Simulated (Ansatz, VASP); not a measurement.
**PbS in VASP and in Ansatz**

File INCAR:

```
SYSTEM = PbS
PREC     = Accurate       ! precision mode
ENCUT    = 520            ! plane-wave cutoff, eV
EDIFF    = 1E-6           ! SCF threshold, eV
ISMEAR   = -1             ! smearing method
SIGMA    = 0.02           ! smearing width, eV
LREAL    = .FALSE.        ! projectors in reciprocal space
LASPH    = .TRUE.         ! aspherical terms in the spheres
NELM     = 80             ! most SCF steps
ALGO     = Normal         ! electronic algorithm
ISIF     = 2              ! what is computed and relaxed
LWAVE    = .FALSE.        ! write WAVECAR
LCHARG   = .TRUE.         ! write CHGCAR
GGA      = PE             ! functional
LELF     = .TRUE.         ! ELF
LVHAR    = .TRUE.       
NBANDS   = 17             ! bands
```

The input KPOINTS:

```
regular mesh
0
G
  8 8 8
  0 0 0
```

POSCAR

```
PbS
1.0
    0.0000000000      3.1365943053      2.9507774926
    3.1365943053      0.0000000000      2.9507774926
    3.1365943053      3.1365943053      0.0000000000
Pb S
1 1
Direct
    0.0000000000      0.0000000000      0.0000000000
    0.5000000000      0.5000000000      0.5000000000
```

Input for Ansatz:

```yaml
crystal:
  lattice:
    - [0.0, 3.1365943053, 2.9507774926]
    - [3.1365943053, 0.0, 2.9507774926]
    - [3.1365943053, 3.1365943053, 0.0]
  atoms:
    - { symbol: Pb, position: [0.0, 0.0, 0.0] }
    - { symbol: S, position: [0.5, 0.5, 0.5] }
kpoints:
  mp_grid: { grid: [8, 8, 8] }
  band_path:
    path:
      - [0.0, 0.0, 0.0]
      - [0.5, 0.0, 0.5]
      - [0.625, 0.25, 0.625]
      - [0.375, 0.375, 0.75]
      - [0.5, 0.5, 0.5]
      - [0.5, 0.25, 0.75]
    npoints: 1
hamiltonian:
  xc: pbe
scf:
  occupations: { method: fermi_dirac, width: 0.02 }
  n_extra_bands: 4
output:
  forces: true
  stress: true
  eigenvalues: true
```

Change from the starting cell: epitaxial_xy strain +5.0%.

Alike in both runs: task single point; functional PBE; k mesh 8 × 8 × 8; occupations fermi-dirac, width 0.02 eV; no spin polarisation.

|  | VASP | Ansatz |
| --- | --- | --- |
| version | VASP 6.6.1 | Ansatz 0.2.0 |
| potentials or method | VASP PAW PBE potentials, release 64 (Pb_d, S) | plane waves, PAW |
| plane-wave cutoff (eV) | 520 | 420 |
| valence electrons in the cell | 20 | 20 |

|  | VASP | Ansatz | Ansatz less VASP |
| --- | --- | --- | --- |
| pressure (GPa) | -2.7 | -2.6 | +0.07 |
| traceless stress, the component that is largest in VASP (GPa) | 3.52 | 3.52 | -0.005 |

Neither program's run includes spin-orbit coupling.
